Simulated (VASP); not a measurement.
Here is a VASP 6.6.1 calculation.

Contents of INCAR:

```
SYSTEM = ScAl3
ALGO = Fast ; EDIFF = 1E-7
ENCUT = 520 ; GGA = PE
ISIF = 2 ; ISMEAR = 0
LASPH = .TRUE. ; LCHARG = .FALSE.
LREAL = .FALSE. ; LWAVE = .FALSE.
NBANDS = 18 ; NELM = 80
PREC = Accurate ; SIGMA = 0.1
```

Contents of KPOINTS:

```
k-points
0
G
  12 12 16
  0 0 0
```

Contents of POSCAR:

```
ScAl3
1.0
    5.6834997955      0.0000000000      0.0000000000
   -2.8417498977      4.9220552053      0.0000000000
    0.0000000000      0.0000000000      2.8606182875
Sc Al
1 3
Direct
    0.0000000000      0.0000000000      0.0000000000
    0.5000000000      0.0000000000      0.0000000000
    0.0000000000      0.5000000000      0.0000000000
    0.5000000000      0.5000000000      0.0000000000
```

Potentials or basis: VASP PAW PBE potentials, release 64 (Sc_sv, Al).

Command:

```sh
$ cat potpaw_PBE.64/Sc_sv/POTCAR potpaw_PBE.64/Al/POTCAR > POTCAR
$ mpirun -np 1 vasp_std > vasp.out
```

Q: Estimate the pressure.

A: 0.0 GPa.

Q: What does it give for the band gap on the k mesh?

A: Zero (bands 10 and 11 overlap by 1.92 eV).
